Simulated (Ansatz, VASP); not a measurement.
# Two plane-wave programs on MgO

INCAR

```
PREC = Accurate
ENCUT = 600
EDIFF = 1E-6
ISMEAR = 0
SIGMA = 0.02
LREAL = False
LASPH = True
NELM = 80
ALGO = Normal
ISIF = 3
LWAVE = False
LCHARG = False
GGA = PE
IBRION = 2
NSW = 100
EDIFFG = -0.01
```

The input KPOINTS:

```
Automatic mesh
0
Gamma
  12 12 4
```

POSCAR

```
MgO
1.0
    2.9816357550      0.0000000000      0.0000000000
   -1.4908178775      2.5821723086      0.0000000000
    0.0000000000      0.0000000000     10.0787058365
Mg O
4 4
Direct
    0.6666666667      0.3333333333      0.8780485660
    0.3333333333      0.6666666667      0.1219514340
    0.3333333333      0.6666666667      0.3780485660
    0.6666666667      0.3333333333      0.6219514340
    0.0000000000      0.0000000000      0.0000000000
    0.0000000000      0.0000000000      0.5000000000
    0.6666666667      0.3333333333      0.2500000000
    0.3333333333      0.6666666667      0.7500000000
```

Input for Ansatz:

```yaml
crystal:
  lattice:
    - [2.981635755, 0.0, 0.0]
    - [-1.4908178775, 2.5821723086, 0.0]
    - [0.0, 0.0, 10.0787058365]
  atoms:
    - { symbol: Mg, position: [0.6666666667, 0.3333333333, 0.878048566] }
    - { symbol: Mg, position: [0.3333333333, 0.6666666667, 0.121951434] }
    - { symbol: Mg, position: [0.3333333333, 0.6666666667, 0.378048566] }
    - { symbol: Mg, position: [0.6666666667, 0.3333333333, 0.621951434] }
    - { symbol: O, position: [0.0, 0.0, 0.0] }
    - { symbol: O, position: [0.0, 0.0, 0.5] }
    - { symbol: O, position: [0.6666666667, 0.3333333333, 0.25] }
    - { symbol: O, position: [0.3333333333, 0.6666666667, 0.75] }
basis:
  ecutwfc: 420
kpoints:
  mp_grid: { grid: [12, 12, 4] }
hamiltonian:
  xc: pbe
scf:
  occupations: { method: gaussian, width: 0.02 }
output:
  forces: true
  stress: true
  eigenvalues: true
relax:
  adjacent_minimum: "off"
  f_tol: 0.01
  max_steps: 80
  cell: { stress_tol: 0.05 }
```

Alike in both runs: task relaxation of cell and atoms; functional PBE; k mesh 12 × 12 × 4; occupations gaussian, width 0.02 eV; no spin polarisation.

|  | VASP | Ansatz |
| --- | --- | --- |
| version | VASP 6.6.1 | Ansatz 0.2.0 |
| potentials or method | VASP PAW PBE potentials, release 64 (Mg, O), cutoff 600 eV | scalar-relativistic, plane waves, PAW |
| valence electrons in the cell | 32 | 64 |

Ansatz gave:

| Quantity | Value |
| --- | --- |
| gap on the k mesh at the Fermi level, each at its own relaxed structure (eV) | 4.17 |
| relaxed volume (Å³/atom) | 9.70 |
| relaxed cell length with the largest relative difference (Å) | 2.982 |

What did VASP give for the same quantities?

gap on the k mesh at the Fermi level, each at its own relaxed structure (eV): 4.21; relaxed volume (Å³/atom): 9.64; relaxed cell length with the largest relative difference (Å): 2.976.

VASP's potentials hold 32 valence electrons a cell and Ansatz's 64, so a difference there can come from the potentials and not from the codes.
